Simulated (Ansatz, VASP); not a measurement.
Two plane-wave programs on SrTiO3

```xyz
5
Lattice="4.0200 0.0000 0.0000 0.0000 4.0200 0.0000 0.0000 0.0000 4.0200" Properties=species:S:1:pos:R:3 pbc="T T T"
Sr    0.0000    0.0000    0.0000
Ti    2.0100    2.0100    2.0100
O     2.0100    2.0100    0.0000
O     2.0100    0.0000    2.0100
O     0.0000    2.0100    2.0100
```

Alike in both runs: task single point; functional r2SCAN; k mesh 4 × 4 × 4; occupations gaussian, width 0.05 eV; no spin polarisation.

|  | VASP | Ansatz |
| --- | --- | --- |
| version | VASP 6.6.1 | Ansatz 0.2.0 |
| potentials or method | VASP PAW PBE potentials, release 64 (Sr_sv, Ti_sv, O), cutoff 520 eV | scalar-relativistic, plane waves, PAW |
| valence electrons in the cell | 40 | 40 |

|  | VASP | Ansatz | Ansatz less VASP |
| --- | --- | --- | --- |
| gap on the k mesh at the Fermi level (eV) | 2.06 | 2.04 | -0.015 |
| least direct gap on the mesh (eV) | 2.48 | 2.45 | -0.028 |
| pressure (GPa) | -12.7 | -13.4 | -0.68 |

VASP's potentials were made for PBE, not for r2SCAN.
